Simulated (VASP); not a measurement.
# CuP (F-43m) in VASP: a series of runs, part 2 of 2

VASP 6.6.1.

### Step 3. Single point, PBE

This run uses another cell than the first one, of 17.60 Å³/atom, 1.050 times its volume.

INCAR reads:

```
PREC     = Accurate       # precision mode
ENCUT    = 520            # plane-wave cutoff, eV
EDIFF    = 1E-6           # SCF threshold, eV
ISMEAR   = 0              # smearing method
SIGMA    = 0.1            # smearing width, eV
LREAL    = False          # projectors in reciprocal space
LASPH    = True           # aspherical terms in the spheres
NELM     = 80             # most SCF steps
ALGO     = Normal         # electronic algorithm
ISIF     = 2              # what is computed and relaxed
LWAVE    = False          # write WAVECAR
LCHARG   = False          # write CHGCAR
GGA      = PE             # functional
NBANDS   = 15             # bands
```

KPOINTS reads:

```
regular mesh
0
Gamma
  6 6 6
```

POSCAR reads:

```
CuP
1.0
    0.0000000000      2.6009943249      2.6009943249
    2.6009943249      0.0000000000      2.6009943249
    2.6009943249      2.6009943249      0.0000000000
Cu P
1 1
Direct
    0.0000000000      0.0000000000      0.0000000000
    0.7500000000      0.7500000000      0.7500000000
```

Potentials or basis: VASP PAW PBE potentials, release 64 (Cu, P).

Started as:

```
$ cat potpaw_PBE.64/Cu/POTCAR potpaw_PBE.64/P/POTCAR > POTCAR
$ mpirun -np 1 vasp_std > vasp.out
```

Wall time 5.5 s (1 thread of Intel Xeon 6975P-C (Granite Rapids), shared host); peak memory 0.15 GiB.

Results (log left out):

```
Free energy            : -8.5537 eV
Pressure               : 0.5 GPa
Band gap on the k mesh : zero (band 8 reaches 7.33 eV, above the bottom of band 9 at 3.62 eV)
```

Levels at points of the mesh, in eV from the Fermi level:
```tsv
k point	band 5	band 6	band 7	band 8	band 9	band 10	band 11	band 12
(0.00, 0.00, 0.00)	-3.31	-3.31	2.48	2.48	2.48	5.36	6.70	6.70
(0.50, 0.00, 0.00)	-3.24	-3.24	-3.03	1.04	1.04	5.12	7.31	7.31
(0.50, 0.50, 0.00)	-3.21	-3.13	-2.69	-1.06	-1.06	4.06	4.72	13.76
```

### Step 4. Relaxation of cell and atoms, PBE

INCAR reads:

```
SYSTEM = CuP
ALGO     = Normal         ! electronic algorithm
EDIFF    = 1E-6           ! SCF threshold, eV
EDIFFG   = -0.04          ! ionic threshold
ENCUT    = 600            ! plane-wave cutoff, eV
GGA      = PE             ! functional
IBRION   = 2              ! ionic algorithm
ISIF     = 3              ! what is computed and relaxed
ISMEAR   = 0              ! smearing method
LASPH    = .TRUE.         ! aspherical terms in the spheres
LCHARG   = .FALSE.        ! write CHGCAR
LREAL    = .FALSE.        ! projectors in reciprocal space
LWAVE    = .FALSE.        ! write WAVECAR
NELM     = 100            ! most SCF steps
NSW      = 90             ! ionic steps
PREC     = Accurate       ! precision mode
SIGMA    = 0.1            ! smearing width, eV
```

KPOINTS reads:

```
k-points
0
G
  6 6 6
  0 0 0
```

POSCAR reads:

```
CuP
1.0
    0.0000000000      2.5591624785      2.5591624785
    2.5591624785      0.0000000000      2.5591624785
    2.5591624785      2.5591624785      0.0000000000
Cu P
1 1
Direct
    0.0000000000      0.0000000000      0.0000000000
    0.7500000000      0.7500000000      0.7500000000
```

Potentials or basis: VASP PAW PBE potentials, release 64 (Cu, P).

Started as:

```
$ cat potpaw_PBE.64/Cu/POTCAR potpaw_PBE.64/P/POTCAR > POTCAR
$ mpirun -np 1 vasp_std > vasp.out
```

OUTCAR:

```text
SYSTEM = CuP
   EDIFF = 1E-6
   EDIFFG = -0.04
   ENCUT = 600
   GGA = PE
   IBRION = 2
   ISIF = 3
   ISMEAR = 0
   LASPH = .TRUE.
   LREAL = .FALSE.
   NELM = 100
   NSW = 90
   PREC = Accurate

 ion  position               nearest neighbor table
   1  0.000  0.000  0.000-   2 2.22   2 2.22   2 2.22   2 2.22
   2  0.750  0.750  0.750-   1 2.22   1 2.22   1 2.22   1 2.22

  LATTYP: Found a face centered cubic cell.
 ALAT       =     5.1183249570

  Lattice vectors:

 A1 = (   0.0000000000,   2.5591624785,   2.5591624785)
 A2 = (   2.5591624785,   0.0000000000,   2.5591624785)
[... 176 lines left out ...]
  -------------------------------------------------------------------------------------
  Total        1.2864899      1.2864899      1.2864899      0.0000000     -0.0000000     -0.0000000
  in kB       61.4884271     61.4884271     61.4884271      0.0000000     -0.0000000     -0.0000000
  external PRESSURE =      61.4884271 kB  Pullay stress =       0.0000000 kB
[... 59 lines left out ...]
--------------------------------------- Ionic step        3  -------------------------------------------

 number of electron      15.9999987 magnetization

 Free energy of the ion-electron system (eV)
  ---------------------------------------------------
  ext. energy  EPLUGINS =         0.00000000
  ---------------------------------------------------
  free energy    TOTEN  =        -8.55402795 eV

  energy without entropy =       -8.54577187  energy(sigma->0) =       -8.54989991

 E-fermi :   4.8214     XC(G=0): -10.2472

 val. band max:        4.6439624924   @ k =   0.5000   0.1667   0.0000
 cond. band min:       4.8483315246   @ k =  -0.3333   0.3333   0.0000
 fundamental gap:      0.2043690322
 Fermi energy:         4.8213781930

 k-point     1 :       0.0000    0.0000    0.0000
  band No.  band energies     occupation
      1      -7.0624      2.00000
      2       0.5091      2.00000
      3       0.5091      2.00000
      4       0.5091      2.00000
      5       1.5179      2.00000
      6       1.5179      2.00000
      7       7.2941      0.00000
      8       7.2941      0.00000
      9       7.2941      0.00000
     10      10.1562      0.00000
     11      11.5179      0.00000
     12      11.5179      0.00000
[... 252 lines left out ...]
  FREE ENERGIE OF THE ION-ELECTRON SYSTEM (eV)
  ---------------------------------------------------
  free  energy   TOTEN  =        -8.5540279458 eV

  energy  without entropy=       -8.5457718685  energy(sigma->0) =       -8.54989991

 reached required accuracy - stopping structural energy minimisation
```

OSZICAR:

```text
N       E                     dE             d eps       ncg     rms          rms(c)
DAV:   1     0.885404435498E+02    0.88540E+02   -0.83381E+03   384   0.192E+03
DAV:   2    -0.521323838699E+01   -0.93754E+02   -0.88095E+02   388   0.278E+02
DAV:   3    -0.109327107198E+02   -0.57195E+01   -0.54919E+01   504   0.801E+01
[... 30 lines left out ...]
DAV:   7    -0.855417657752E+01    0.21941E-03   -0.52272E-04   616   0.653E-01    0.887E-02
DAV:   8    -0.855404640278E+01    0.13017E-03   -0.30043E-04   584   0.186E-01    0.233E-02
DAV:   9    -0.855402994627E+01    0.16457E-04   -0.36953E-05   540   0.107E-01    0.118E-02
DAV:  10    -0.855402822027E+01    0.17260E-05   -0.51829E-06   420   0.521E-02    0.645E-03
DAV:  11    -0.855402794581E+01    0.27446E-06   -0.69901E-06   504   0.395E-02
   3 F= -.85540279E+01 E0= -.85498999E+01  d E =-.298750E-01
```

It took 14 s on 1 thread of Intel Xeon 6975P-C (Granite Rapids), shared host; peak memory 0.17 GiB.

Results:

| Item | Value |
| --- | --- |
| Free energy | -8.5540 eV |
| Relaxed volume | 17.64 Å³/atom |
| Relaxed cell | a = 3.682 Å, b = 3.682 Å, c = 3.682 Å, α = 60.00°, β = 60.00°, γ = 60.00° |
| Space group after relaxing (to 0.05 Å) | F-43m (No. 216) |
| Energy gained by relaxing | 14.9 meV/atom |
| Ionic steps | 3 |
| Pressure after relaxing | 0.3 GPa |
| Band gap on the k mesh | zero (band 8 reaches 7.29 eV, above the bottom of band 9 at 3.60 eV) |

The path:
```
step  energy change (eV)  largest force (eV/Å)  pressure (GPa)  volume (Å³)
   1              0.0000                0.0000            6.15        33.52
   2             -0.0165                0.0000           -2.81        36.74
   3             -0.0299                0.0000            0.30        35.29
```

Final structure:
```yaml
crystal:
  lattice:
    - [0.00000, 2.60328, 2.60328]
    - [2.60328, 0.00000, 2.60328]
    - [2.60328, 2.60328, 0.00000]
  atoms:
    - { symbol: Cu, position: [0.00000, 0.00000, 0.00000] }
    - { symbol: P, position: [0.75000, 0.75000, 0.75000] }
```

### Step 5. Overview

| task | cell | cutoff (eV) | gap on the mesh (eV) | pressure (GPa) |
| --- | --- | --- | --- | --- |
| single point | a = 3.619 Å, angles 60.0°, 2 atoms | 520 | none | 5.1 |
| single point | a = 3.678 Å, angles 60.0°, 2 atoms | 520 | none | 0.5 |
| relaxation of cell and atoms | relaxed from a = 3.619 Å, angles 60.0°, 2 atoms | 600 | none | 0.3 |

Alike in all rows: level PBE; potentials or basis VASP PAW PBE potentials, release 64 (Cu, P); no spin polarisation; k mesh 6 × 6 × 6; smearing gaussian 0.1 eV.

Absolute energies hang on the potentials; compare differences alone.
